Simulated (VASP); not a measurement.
NbAs:

```
CELL_PARAMETERS angstrom
-1.70252 1.70252 5.76107
1.70252 -1.70252 5.76107
1.70252 1.70252 -5.76107
ATOMIC_POSITIONS crystal
Nb 0.50000 0.00000 0.50000
Nb 0.75000 0.75000 0.00000
As 0.91600 0.41600 0.50000
As 0.16600 0.16600 0.00000
```

This cell differs from its parent crystal: volume scaled by 0.96.

Base run:

- Program: VASP 6.6.1
- Functional: LDA
- Potentials or basis: VASP PAW LDA potentials, release 64 (Nb_sv, As)
- Cutoff: 520 eV
- k mesh: 11 × 11 × 11
- Occupations: fermi-dirac, width 0.05 eV
- Spin: no spin polarisation

Its results: pressure 2.1 GPa; largest force 0.332 eV/Å.

Task: The run is repeated on the same cell with these changes: functional from LDA to r2SCAN; potentials or basis from VASP PAW LDA potentials, release 64 (Nb_sv, As) to VASP PAW PBE potentials, release 64 (Nb_sv, As). What comes out?

Result: Pressure 9.9 GPa; largest force 0.335 eV/Å.

Caveats: the PAW data sets were made with another functional, which shifts forces and pressure a little (some runs).
